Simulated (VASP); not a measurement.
# Sn (Im-3m) in VASP: further runs

Sn is run at these levels: PBE0, HSE06; tasks: single point.

All numbers are computed with VASP 6.6.1; they aren't measurements. Logs are shortened: lines on timing, memory, paths and dates and some standing lists are left out, and cuts for length are marked.

## Step 1: The cell of the first run

Symmetry: Im-3m, No. 229, cubic system. Conventional cell: a = 3.764 Å, b = 3.764 Å, c = 3.764 Å, α = 90.00°, β = 90.00°, γ = 90.00°. Within 4.3 Å of Sn (site symmetry m-3m) lie 14 Sn at 3.26 to 3.76 Å.

## Step 2: Single point, PBE0

POSCAR reads:

```
Sn
1.0
   -1.8819356520      1.8819356520      1.8819356520
    1.8819356520     -1.8819356520      1.8819356520
    1.8819356520      1.8819356520     -1.8819356520
Sn
1
Direct
    0.0000000000      0.0000000000      0.0000000000
```

INCAR.step1 reads:

```
  ALGO = Normal
  EDIFF = 1E-5
  ENCUT = 520
  GGA = PE
  ISIF = 2
  ISMEAR = -1
  LASPH = T
  LREAL = F
  LWAVE = T
  NBANDS = 13
  NELM = 100
  PREC = Accurate
  SIGMA = 0.05
```

INCAR.step2 reads:

```
  AEXX = 0.25
  ALGO = Normal
  EDIFF = 1E-6
  ENCUT = 520
  GGA = PE
  ISIF = 2
  ISMEAR = -1
  ISTART = 1
  LASPH = T
  LCHARG = T
  LELF = T
  LHFCALC = T
  LREAL = F
  LVHAR = T
  LWAVE = F
  NBANDS = 13
  NELM = 100
  PREC = Accurate
  PRECFOCK = Normal
  SIGMA = 0.05
```

KPOINTS reads:

```
k-points
0
Gamma
  6 6 6
```

Potentials or basis: VASP PAW PBE potentials, release 64 (Sn_d).

Command:

```bash
$ cat potpaw_PBE.64/Sn_d/POTCAR > POTCAR
$ cp INCAR.step1 INCAR
$ mpirun -np 1 vasp_std > vasp.out
$ cp INCAR.step2 INCAR
$ mpirun -np 1 vasp_std > vasp.out
```

OUTCAR:

```text
AEXX = 0.25
   EDIFF = 1E-6
   ENCUT = 520
   GGA = PE
   ISIF = 2
   ISMEAR = -1
   ISTART = 1
   LASPH = T
   LHFCALC = T
   LREAL = F
   NELM = 100
   PREC = Accurate
   PRECFOCK = Normal

 ion  position               nearest neighbor table
   1  0.000  0.000  0.000-

  LATTYP: Found a body centered cubic cell.
 ALAT       =     3.7638713040

  Lattice vectors:

 A1 = (  -1.8819356520,   1.8819356520,   1.8819356520)
 A2 = (   1.8819356520,  -1.8819356520,   1.8819356520)
 A3 = (   1.8819356520,   1.8819356520,  -1.8819356520)

Analysis of symmetry for initial positions (statically):
=====================================================================
 Subroutine PRICEL returns:
 Original cell was already a primitive cell.

 Routine SETGRP: Setting up the symmetry group for a
 body centered cubic supercell.

 Subroutine GETGRP returns: Found 48 space group operations
[... 9 lines left out ...]

 Routine SETGRP: Setting up the symmetry group for a
 body centered cubic supercell.

 Subroutine GETGRP returns: Found 48 space group operations
[... 11 lines left out ...]
                                     Primitive cell

  volume of cell :      26.6609

  direct lattice vectors                    reciprocal lattice vectors
    -1.881935652  1.881935652  1.881935652     0.000000000  0.265683898  0.265683898
     1.881935652 -1.881935652  1.881935652     0.265683898  0.000000000  0.265683898
     1.881935652  1.881935652 -1.881935652     0.265683898  0.265683898  0.000000000

  length of vectors
     3.259608166  3.259608166  3.259608166     0.375733772  0.375733772  0.375733772

  position of ions in fractional coordinates (direct lattice)
     0.000000000  0.000000000  0.000000000

  ion indices of the primitive-cell ions
   primitive index   ion index
                 1           1

----------------------------------------------------------------------------------------

 KPOINTS: k-points

Automatic generation of k-mesh.
 Grid dimensions read from file:
 generate k-points for:    6    6    6

 Generating k-lattice:

  Cartesian coordinates                     Fractional coordinates (reciprocal lattice)
     0.000000000  0.044280650  0.044280650     0.166666667  0.000000000  0.000000000
     0.044280650  0.000000000  0.044280650     0.000000000  0.166666667  0.000000000
     0.044280650  0.044280650  0.000000000     0.000000000  0.000000000  0.166666667

  Length of vectors
     0.062622295  0.062622295  0.062622295

  Shift w.r.t. Gamma in fractional coordinates (k-lattice)
     0.000000000  0.000000000  0.000000000

 Subroutine IBZKPT returns following result:
 ===========================================

 Found     16 irreducible k-points:

 Following reciprocal coordinates:
            Coordinates               Weight
  0.000000  0.000000  0.000000      1.000000
  0.166667  0.000000  0.000000     12.000000
  0.333333  0.000000  0.000000     12.000000
  0.500000  0.000000  0.000000      6.000000
  0.166667  0.166667  0.000000     24.000000
  0.333333  0.166667  0.000000     48.000000
[... 8 lines left out ...]
  0.500000  0.500000  0.333333     12.000000
  0.500000  0.500000  0.500000      1.000000
   k-points           NKPTS =     16   k-points in BZ     NKDIM =    216   number of bands    NBANDS=     13
   number of dos      NEDOS =    301   number of ions     NIONS =      1
   total plane-waves  NPLWV =  13824
   dimension x,y,z NGX =    24 NGY =   24 NGZ =   24
   dimension x,y,z NGXF=    48 NGYF=   48 NGZF=   48
   ions per type =               1
   NGX,Y,Z   is equivalent  to a cutoff of  12.24, 12.24, 12.24 a.u.
   NGXF,Y,Z  is equivalent  to a cutoff of  24.48, 24.48, 24.48 a.u.
 SYSTEM =  unknown system
   PREC   = accura    normal or accurate (medium, high low for compatibility)
   ISTART =      1    job   : 0-new  1-cont  2-samecut
   ICHARG =      0    charge: 1-file 2-atom 10-const
   ISPIN  =      1    spin polarized calculation?
   LNONCOLLINEAR =      F non collinear calculations
   LSORBIT =      F    spin-orbit coupling
   LASPH  =      T    aspherical Exc in radial PAW
   ENCUT  =  520.0 eV  38.22 Ry    6.18 a.u.   6.06  6.06  6.06*2*pi/ulx,y,z
   NELM   =    100;   NELMIN=  2; NELMDL=  0     # of ELM steps
   EDIFF  = 0.1E-05   stopping-criterion for ELM
   LREAL  =      F    real-space projection
   EDIFFG = 0.1E-04   stopping-criterion for IOM
   NSW    =      0    number of steps for IOM
   IBRION =     -1    ionic relax: 0-MD 1-quasi-New 2-CG
   NFREE  =      0    steps in history (QN), initial steepest desc. (CG)
   ISIF   =      2    stress and relaxation
   ISYM   =      3    0-nonsym 1-usesym 2-fastsym
   POTIM  = 0.5000    time-step for ionic-motion
   TEBEG  =    0.0;   TEEND  =   0.0 temperature during run
   PSTRESS=    0.0 pullay stress
   NELECT =      14.0000    total number of electrons
   NUPDOWN=      -1.0000    fix difference up-down
   EMIN   =  10.00;   EMAX   =-10.00  energy-range for DOS
   EFERMI =   0.00;   METHOD = LEGACY
   ISMEAR =    -1;   SIGMA  =   0.05  broadening in eV -4-tet -1-fermi 0-gaus
   EFERMI_NEDOS =   21; number of points for ismear=-14 and -15
   IALGO  =     38    algorithm
   IMIX   =      1    mixing-type and parameters
     AMIX     =   0.40;   BMIX     =  1.00
     AMIX_MAG =   1.60;   BMIX_MAG =  1.00
  volume/ion in A,a.u.               =      26.66       179.92
  Fermi-wavevector in a.u.,A,eV,Ry     =   1.320767  2.495887 23.734335  1.744424
  Thomas-Fermi vector in A             =   2.450569
   LORBIT       =      0    0 simple, 1 ext, 2 COOP (PROOUT), +10 PAW based schemes
   GGA     = PE    functional components
   LHFCALC =     T    Hartree Fock is set to
   PRECFOCK=normal    Normal, Fast or Accurate (Low or Medium for compatibility)
   ENCUT4O =  -1.0   cutoff for four orbital integrals eV
   NKREDX  =     1    reduce k-point grid by
   NKREDY  =     1    reduce k-point grid by
   NKREDZ  =     1    reduce k-point grid by
   AEXX    =    0.2500 exact exchange contribution
   HFSCREEN=    0.0000 screening length (either q_TF or 0.3 A-1)
   HFSCREENC=   0.0000 screening length for correlation (either q_TF or 0.3 A-1)
   ENCUTFOCK=  -1.0 apply spherical cutoff to Coloumb kernel
   IVDW    =     0    specifies the selected vdW correction
   LEPSILON=     F    determine dielectric tensor
   LRPA    =     F    only Hartree local field effects (RPA)
 non-spin polarized calculation
  energy-cutoff  :      520.00
  volume of cell :       26.66
 maximum number of plane-waves:       727
  NGX = 20; NGY = 20; NGZ = 20

 number of electron      13.9999990 magnetization

 Free energy of the ion-electron system (eV)
  ---------------------------------------------------
  ext. energy  EPLUGINS =         0.00000000
  ---------------------------------------------------
  free energy    TOTEN  =        -4.86874810 eV

  energy without entropy =       -4.86562400  energy(sigma->0) =       -4.86718605

 E-fermi :   8.5633     XC(G=0):  -8.2561

 val. band max:        7.5656131682   @ k =   0.3333   0.1667   0.1667
 cond. band min:       8.6182231466   @ k =   0.5000   0.5000   0.3333
 fundamental gap:      1.0526099784
 Fermi energy:         8.5632925090

 k-point     1 :       0.0000    0.0000    0.0000
  band No.  band energies     occupation
      1     -16.0519      2.00000
      2     -16.0519      2.00000
      3     -16.0519      2.00000
      4     -15.8989      2.00000
      5     -15.8989      2.00000
      6      -4.8003      2.00000
      7      17.7347      0.00000
      8      17.7347      0.00000
      9      17.7347      0.00000
     10      21.6270      0.00000
     11      21.6270      0.00000
     12      21.6270      0.00000
     13      22.3642      0.00000

 k-point     2 :       0.1667    0.0000    0.0000
  band No.  band energies     occupation
      1     -16.0649      2.00000
      2     -16.0362      2.00000
      3     -15.9925      2.00000
      4     -15.9121      2.00000
      5     -15.9012      2.00000
      6      -4.1107      2.00000
      7      13.4094      0.00000
      8      15.7896      0.00000
      9      16.8383      0.00000
     10      19.1695      0.00000
     11      19.4840      0.00000
     12      21.3644      0.00000
     13      23.4781      0.00000

 k-point     3 :       0.3333    0.0000    0.0000
  band No.  band energies     occupation
      1     -16.0908      2.00000
      2     -16.0284      2.00000
      3     -15.9181      2.00000
      4     -15.9058      2.00000
      5     -15.8715      2.00000
      6      -2.0347      2.00000
      7       6.8867      2.00000
      8      13.6349      0.00000
      9      15.3944      0.00000
     10      17.7879      0.00000
     11      18.0273      0.00000
     12      22.9673      0.00000
     13      24.6467      0.00000
[... 177 lines left out ...]
 k-point    15 :       0.5000    0.5000    0.3333
  band No.  band energies     occupation
      1     -16.0502      2.00000
      2     -16.0367      2.00000
      3     -15.9021      2.00000
      4     -15.8690      2.00000
      5     -15.8268      2.00000
      6       3.2374      2.00000
      7       5.5141      2.00000
      8       8.6182      0.50000
      9      10.3313      0.00000
     10      14.5630      0.00000
     11      15.6063      0.00000
     12      25.1090      0.00000
     13      26.1149      0.00000

 k-point    16 :       0.5000    0.5000    0.5000
  band No.  band energies     occupation
      1     -16.0780      2.00000
      2     -16.0780      2.00000
      3     -15.8322      2.00000
      4     -15.8322      2.00000
      5     -15.8322      2.00000
      6       5.6083      2.00000
      7       7.4438      2.00000
      8       7.4438      2.00000
      9       7.4438      2.00000
     10      12.7009      0.00000
     11      12.7009      0.00000
     12      28.1605      0.00000
     13      30.9397      0.00000

------------------------ aborting loop because EDIFF is reached ----------------------------------------

  FORCE on cell =-STRESS in cart. coord.  units (eV):
  Direction    XX          YY          ZZ          XY          YZ          ZX
  --------------------------------------------------------------------------------------
  -------------------------------------------------------------------------------------
  Total       -0.0017537     -0.0017537     -0.0017537     -0.0000000     -0.0000000      0.0000000
  in kB       -0.1053880     -0.1053880     -0.1053880     -0.0000000     -0.0000000      0.0000000
  external PRESSURE =      -0.1053880 kB  Pullay stress =       0.0000000 kB

 VOLUME and BASIS-vectors are now :
 -----------------------------------------------------------------------------
  energy-cutoff  :      520.00
  volume of cell :       26.66
      direct lattice vectors                 reciprocal lattice vectors
    -1.881935652  1.881935652  1.881935652     0.000000000  0.265683898  0.265683898
     1.881935652 -1.881935652  1.881935652     0.265683898  0.000000000  0.265683898
     1.881935652  1.881935652 -1.881935652     0.265683898  0.265683898  0.000000000

 POSITION                                       TOTAL-FORCE (eV/Angst)
 -----------------------------------------------------------------------------------
      0.00000      0.00000      0.00000         0.000000      0.000000      0.000000
 -----------------------------------------------------------------------------------
    total drift:                               -0.000001     -0.000000     -0.000001

  FREE ENERGIE OF THE ION-ELECTRON SYSTEM (eV)
  ---------------------------------------------------
  free  energy   TOTEN  =        -4.8687480971 eV

  energy  without entropy=       -4.8656240042  energy(sigma->0) =       -4.86718605
```

Wall time 27 min (1 thread of Oxide Virtual Turin-like, shared host); peak memory 0.13 GiB.

Results:

| Property | Result |
| --- | --- |
| Free energy | -4.8687 eV |
| Pressure | 0.0 GPa |
| Band gap on the k mesh | zero (band 7 reaches 17.73 eV, above the bottom of band 8 at 5.05 eV) |

Caveat: the k points lie up to 0.39 Å⁻¹ apart; the PAW data sets were made with another functional, which shifts forces and pressure a little; spin-orbit coupling is left out, which moves the levels of the heavy elements.

(Part 1 of 2 ends here.)
